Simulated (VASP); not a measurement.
CdTe: single point with PBE

Crystal: CdTe.

```
Cd Te
1.0
     5.03651    0.00000    0.00000
    -2.51825    4.36174    0.00000
     0.00000    0.00000    6.74992
Cd Te
2 2
Direct
  0.33333 0.66667 0.25000
  0.66667 0.33333 0.75000
  0.66667 0.33333 0.25000
  0.33333 0.66667 0.75000
```

This cell differs from its parent crystal: volume changed by +6%.

```yaml
Program: VASP 6.6.1
Task: single point
Functional: PBE
Potentials_or_basis: VASP PAW PBE potentials, release 64 (Cd, Te)
Cutoff: 520 eV
k_mesh: 6 × 6 × 4
Occupations: fermi-dirac, width 0.02 eV
Spin: no spin polarisation
```

```
Pressure               : -1.7 GPa
Band gap on the k mesh : zero (band 18 reaches 1.72 eV, above the bottom of band 19 at 1.66 eV)
```

Stress tensor (GPa, compression positive):
```
-1.98  0.00  0.00
 0.00 -1.98  0.00
 0.00  0.00 -1.23
```

Levels at points of the mesh, in eV from the Fermi level:
| k point | band 14 | band 15 | band 16 | band 17 | band 18 | band 19 | band 20 | band 21 | band 22 | band 23 |
| --- | --- | --- | --- | --- | --- | --- | --- | --- | --- | --- |
| (0.00, 0.00, 0.00) | -1.24 | -1.24 | -0.56 | -0.36 | -0.36 | 0.14 | 0.17 | 4.01 | 4.01 | 5.26 |
| (0.50, 0.00, 0.00) | -3.41 | -2.12 | -2.00 | -1.00 | -0.99 | 1.18 | 2.49 | 4.99 | 6.23 | 6.27 |
| (0.00, 0.00, 0.50) | -2.06 | -0.81 | -0.81 | -0.81 | -0.81 | 1.20 | 1.20 | 4.29 | 4.29 | 4.29 |
| (0.50, 0.00, 0.50) | -4.13 | -1.61 | -1.61 | -0.35 | -0.35 | 2.31 | 2.31 | 3.55 | 3.55 | 6.46 |

It took 44 s on 1 thread of AMD EPYC 9R45 96-Core Processor (Zen 5), on a shared host, peak memory 0.27 GiB.

Caveat: spin-orbit coupling is left out, which moves the levels of the heavy elements.
